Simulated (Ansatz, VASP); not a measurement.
## RbCl: VASP beside Ansatz

File INCAR:

```
SYSTEM = RbCl
PREC = Accurate
ENCUT = 500
EDIFF = 1E-6
ISMEAR = 0
SIGMA = 0.05
LREAL = .False.
LASPH = .True.
NELM = 120
ALGO = Normal
ISIF = 2
LWAVE = .False.
LCHARG = .False.
GGA = PE
NBANDS = 15
GGA_COMPAT = .False.
```

Contents of KPOINTS:

```
regular mesh
0
Gamma
  6 6 6
  0 0 0
```

Contents of POSCAR:

```
RbCl
1.0
    0.0286475000      3.2740000000      3.2740000000
    3.2740000000      0.0286475000      3.2740000000
    3.3026475000      3.3026475000      0.0000000000
Rb Cl
1 1
Direct
    0.0000000000      0.0000000000      0.0000000000
    0.5000000000      0.5000000000      0.5000000000
```

Input for Ansatz:

```yaml
crystal:
  lattice:
    - [0.0286475, 3.274, 3.274]
    - [3.274, 0.0286475, 3.274]
    - [3.3026475, 3.3026475, 0.0]
  atoms:
    - { symbol: Rb, position: [0.0, 0.0, 0.0] }
    - { symbol: Cl, position: [0.5, 0.5, 0.5] }
basis:
  ecutwfc: 420
kpoints:
  mp_grid: { grid: [6, 6, 6] }
hamiltonian:
  xc: pbe
scf:
  occupations: { method: gaussian, width: 0.05 }
output:
  forces: true
  stress: true
  eigenvalues: true
```

Change from the starting cell: strain +0.0175 x Voigt [0, 0, 0, 0, 0, 1], atoms carried along.

Alike in both runs: task single point; functional PBE; k mesh 6 × 6 × 6; occupations gaussian, width 0.05 eV; no spin polarisation.

```csv
,VASP,Ansatz
version,VASP 6.6.1,Ansatz 0.2.0
potentials or method,"VASP PAW PBE potentials, release 64 (Rb_sv, Cl), cutoff 500 eV","scalar-relativistic, plane waves, PAW"
valence electrons in the cell,16,16
```

```csv
,VASP,Ansatz,Ansatz less VASP
gap on the k mesh at the Fermi level (eV),5.03,5.04,+0.003
least direct gap on the mesh (eV),5.03,5.04,+0.003
pressure (GPa),1.1,1.1,0.00
"traceless stress, the component that is largest in VASP (GPa)",-0.08,-0.08,0.000
```
